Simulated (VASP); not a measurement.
## ZnS: single point with PBE

Crystal: ZnS.

```
Zn S
1.0
     0.00000    2.66102    2.79407
     2.66102    0.00000    2.79407
     2.66102    2.66102    0.00000
Zn S
1 1
Cartesian
  0.0000 0.0000 0.0000
  3.9915 3.9915 4.1911
```

This cell differs from its parent crystal: ratio of the length along z to the lengths across it x 1.05, volume and fractional coordinates fixed.

| Property | Result |
| --- | --- |
| Program | VASP 6.6.1 |
| Task | single point |
| Functional | PBE |
| Potentials or basis | VASP PAW PBE potentials, release 64 (Zn, S) |
| Cutoff | 520 eV |
| k mesh | 10 × 10 × 10 |
| Occupations | gaussian, width 0.05 eV |
| Spin | no spin polarisation |
| Dipole correction | no |
| Further INCAR settings | ALGO = Normal; EDIFF = 1e-06; NBANDS = 16 |

```json
{
  "Pressure": "1.5 GPa",
  "Band gap on the k mesh": "2.03 eV, direct"
}
```

Stress tensor (GPa, compression positive):
```
2.20 0.00 0.00
0.00 2.20 0.00
0.00 0.00 0.05
```

Levels at points of the mesh, in eV from the valence-band top:
```
           k point  band 6  band 7  band 8  band 9  band 10  band 11  band 12  band 13
(0.00, 0.00, 0.00)   -5.89   -0.19    0.00    0.00     2.03     6.35     6.36     6.36
(0.50, 0.00, 0.00)   -5.69   -5.32   -1.06   -0.78     3.21     6.71     7.09     8.81
(0.50, 0.50, 0.00)   -5.73   -4.79   -2.09   -2.09     3.53     4.33    10.53    11.95
(0.50, 0.00, 0.50)   -5.65   -4.50   -2.39   -2.29     3.28     3.87    11.05    11.57
```

Wall time 30 s on 1 thread of Intel(R) Xeon(R) 6975P-C (Granite Rapids) (shared host), peak memory 0.2 GiB.
